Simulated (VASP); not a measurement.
A run of VASP 6.6.1:

The input INCAR:

```
SYSTEM = WC
ALGO = Normal
EDIFF = 1E-6
ENCUT = 520
GGA = PE
ISIF = 2
ISMEAR = -1
LASPH = .True.
LCHARG = .True.
LELF = .True.
LREAL = Auto
LVHAR = .True.
LWAVE = .False.
NBANDS = 86
NELM = 100
PREC = Accurate
SIGMA = 0.17
```

Contents of KPOINTS:

```
k-points
0
Gamma
  2 2 2
  0 0 0
```

File POSCAR:

```
WC
1.0
   -2.9549430000     -5.1181120000      0.0000000000
    4.4324150000     -2.5590560000      0.0000000000
    0.0000000000      0.0000000000      5.7954480000
W C
8 8
Direct
    0.7359865829      0.5305230673      0.0413945566
    0.7291316658      0.5229750626      0.5469292452
    0.4728627596      0.0240461467      0.0421020083
    0.4756105990      0.0249981579      0.5443582619
    0.2321182851      0.5375390846      0.0348204315
    0.2255920215      0.5340230021      0.5395268839
   -0.0106776750      0.0236999647      0.0419639690
   -0.0153705606      0.0296860446      0.5389919813
    0.4889630651      0.6960896005      0.2873289520
    0.4894592788      0.6915020975      0.7857373580
    0.2204805538      0.2120531289      0.2994246519
    0.2387969578      0.2010938504      0.7911036386
   -0.0222548666      0.7008455070      0.2835673791
   -0.0197329410      0.6972475015      0.8003005117
    0.7287631195      0.1934731921      0.2919532709
    0.7329279029      0.1851045483      0.7796808806
```

Potentials or basis: VASP PAW PBE potentials, release 64 (W_sv, C).

Launch:

```sh
$ cat potpaw_PBE.64/W_sv/POTCAR potpaw_PBE.64/C/POTCAR > POTCAR
$ mpirun -np 1 vasp_std > vasp.out
```

Hardware: 1 thread of AMD EPYC 9R45 96-Core Processor (Zen 5), with other jobs on the host.

Estimate the wall time of this run.

Wall time 2.6 min on 1 thread of AMD EPYC 9R45 96-Core Processor (Zen 5) (shared host), peak memory 0.29 GiB. Counts: scf iterations 16, k points 8.
